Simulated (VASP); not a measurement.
Runs of VASP 6.6.1 on KF. The structure is that of space group F-43m (No. 216), or close to it. The cells are those of the table. 

```csv
cell,gap on the mesh (eV),pressure (GPa)
"a = 4.081 Å, angles 60.0°, 2 atoms",5.30,(b)
"a = 4.219 Å, angles 60.0°, 2 atoms",(a),-0.2
"a = 4.008 Å, angles 60.0°, 2 atoms",5.45,4.3
"a = 4.285 Å, angles 60.0°, 2 atoms",4.90,-1.0
"a = 4.151 Å, angles 60.0°, 2 atoms",(c),0.9
```

Alike in all rows: task single point; level PBE; potentials or basis VASP PAW PBE potentials, release 64 (K_sv, F); no spin polarisation; k mesh 4 × 4 × 4; cutoff (eV) 520; smearing gaussian 0.01 eV.

Task: Estimate the missing entries.

Result: (a) 5.03; (b) 2.4; (c) 5.16.

Caveats: all runs use coarse meshes.

A k mesh can miss the band edges.
